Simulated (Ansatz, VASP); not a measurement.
Cr: VASP beside Ansatz

File INCAR:

```
SYSTEM = Cr
PREC = Accurate
ENCUT = 520
EDIFF = 1E-6
ISMEAR = 0
SIGMA = 0.15
LREAL = .FALSE.
LASPH = .TRUE.
NELM = 60
ALGO = Fast
ISIF = 2
LWAVE = .FALSE.
LCHARG = .FALSE.
GGA = PS
NBANDS = 12
```

KPOINTS

```
Automatic mesh
0
G
  24 24 24
  0 0 0
```

The input POSCAR:

```
Cr
1.0
   -0.5817496605      1.5998115663      1.5998115663
    1.5998115663     -0.5817496605      1.5998115663
    1.5998115663      1.5998115663     -0.5817496605
Cr
1
Direct
    0.0000000000      0.0000000000      0.0000000000
```

Input for Ansatz:

```yaml
crystal:
  lattice:
    - [-0.5817496605, 1.5998115663, 1.5998115663]
    - [1.5998115663, -0.5817496605, 1.5998115663]
    - [1.5998115663, 1.5998115663, -0.5817496605]
  atoms:
    - { symbol: Cr, position: [0.0, 0.0, 0.0] }
basis:
  ecutwfc: 420
kpoints:
  mp_grid: { grid: [24, 24, 24] }
hamiltonian:
  xc: pbesol
scf:
  occupations: { method: gaussian, width: 0.15 }
output:
  forces: true
  stress: true
  eigenvalues: true
```

Alike in both runs: task single point; functional PBEsol; k mesh 24 × 24 × 24; occupations gaussian, width 0.15 eV; no spin polarisation.

|  | VASP | Ansatz |
| --- | --- | --- |
| version | VASP 6.6.1 | Ansatz 0.2.0 |
| potentials or method | VASP PAW PBE potentials, release 64 (Cr_pv), cutoff 520 eV | scalar-relativistic, plane waves, PAW |
| valence electrons in the cell | 12 | 14 |

VASP gave:

* gap on the k mesh at the Fermi level (eV): none
* pressure (GPa): -7.1
* traceless stress, the component that is largest in VASP (GPa): 11.39

Problem. What did Ansatz give for the same quantities?

Solution. gap on the k mesh at the Fermi level (eV): none; pressure (GPa): -7.0; traceless stress, the component that is largest in VASP (GPa): 11.50.

VASP's potentials were made for PBE, not for PBEsol. A gap of «none» marks a metal or a gap that the smearing closes. VASP's potentials hold 12 valence electrons a cell and Ansatz's 14, so a difference there can come from the potentials and not from the codes.
